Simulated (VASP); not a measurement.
Wanted: the native input for a VASP 6.6.1 run.

```
Task                   : relaxation of cell and atoms
Functional             : PBEsol
Potentials or basis    : VASP PAW PBE potentials, release 64 (Li_sv, S)
Cutoff                 : 750 eV
k mesh                 : 12 × 12 × 12
Occupations            : fermi-dirac, width 0.05 eV
Spin                   : no spin polarisation
Dipole correction      : no
Further INCAR settings : ALGO = Normal; EDIFF = 1e-07; IBRION = 2; EDIFFG = -0.002; NSW = 100; ISIF = 3
```

The structure of Li2S lies in POSCAR:

```
Li2S
1.0
    0.0000000000      2.8445000000      2.8445000000
    2.8445000000      0.0000000000      2.8445000000
    2.8445000000      2.8445000000      0.0000000000
Li S
2 1
Direct
    0.2500000000      0.2500000000      0.2500000000
    0.7500000000      0.7500000000      0.7500000000
    0.0000000000      0.0000000000      0.0000000000
```

One way to write it, as run:

INCAR

```
PREC = Accurate ; ENCUT = 750
EDIFF = 1E-7 ; ISMEAR = -1
SIGMA = 0.05 ; LREAL = False
LASPH = True ; NELM = 120
ALGO = Normal ; ISIF = 3
LWAVE = False ; LCHARG = False
GGA = PS ; IBRION = 2
NSW = 100 ; EDIFFG = -0.002
GGA_COMPAT = False ; NELMIN = 4
```

KPOINTS

```
Automatic mesh
0
Gamma
  12 12 12
```

Potentials or basis: VASP PAW PBE potentials, release 64 (Li_sv, S).

Run with:

```sh
$ cat potpaw_PBE.64/Li_sv/POTCAR potpaw_PBE.64/S/POTCAR > POTCAR
$ mpirun -np 1 vasp_std > vasp.out
```

Results of the run:

| Item | Value |
| --- | --- |
| Relaxed volume | 15.06 Å³/atom |
| Relaxed cell | a = 3.998 Å, b = 3.998 Å, c = 3.998 Å, α = 60.00°, β = 60.00°, γ = 60.00° |
| Space group after relaxing (to 0.1 Å) | Fm-3m (No. 225) |
| Energy gained by relaxing | 0.7 meV/atom |
| Ionic steps | 3 |
| Pressure after relaxing | 0.0 GPa |
| Band gap on the k mesh | 3.20 eV (least direct gap 4.22 eV) |

Caveat: the PAW data sets were made with another functional, which shifts forces and pressure a little.

Run time: 2.1 min on 1 thread of Oxide Virtual Turin-like Processor, on a shared host, peak memory 0.2 GiB.
